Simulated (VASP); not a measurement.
# Ir: single point with LDA

Crystal: Ir.

```
CELL_PARAMETERS angstrom
0.00000 1.90540 1.90540
1.90540 0.00000 1.90540
1.90540 1.90540 0.00000
ATOMIC_POSITIONS crystal
Ir 0.00000 0.00000 0.00000
```

```
Program             : VASP 6.6.1
Task                : single point
Functional          : LDA
Potentials or basis : VASP PAW LDA potentials, release 64 (Ir)
Cutoff              : 520 eV
k mesh              : 22 × 22 × 22
Occupations         : gaussian, width 0.15 eV
Spin                : no spin polarisation
```

The pressure is 2.7 GPa.

Levels at points of the mesh, in eV from the Fermi level:
| k point | band 1 | band 2 | band 3 | band 4 | band 5 | band 6 | band 7 | band 8 |
| --- | --- | --- | --- | --- | --- | --- | --- | --- |
| (0.00, 0.00, 0.00) | -11.32 | -4.02 | -4.02 | -4.02 | -1.20 | -1.20 | 14.33 | 20.00 |
| (0.50, 0.00, 0.00) | -8.33 | -4.12 | -4.12 | -0.74 | 0.97 | 0.97 | 7.53 | 13.87 |
| (0.50, 0.50, 0.00) | -8.15 | -7.59 | 0.95 | 1.56 | 1.56 | 1.77 | 10.86 | 11.83 |

Wall time 45 s on 1 thread of AMD EPYC 7R13 Processor (Zen 3), on a shared host, peak memory 0.13 GiB.

Caveat: spin-orbit coupling is left out, which moves the levels of the heavy elements.
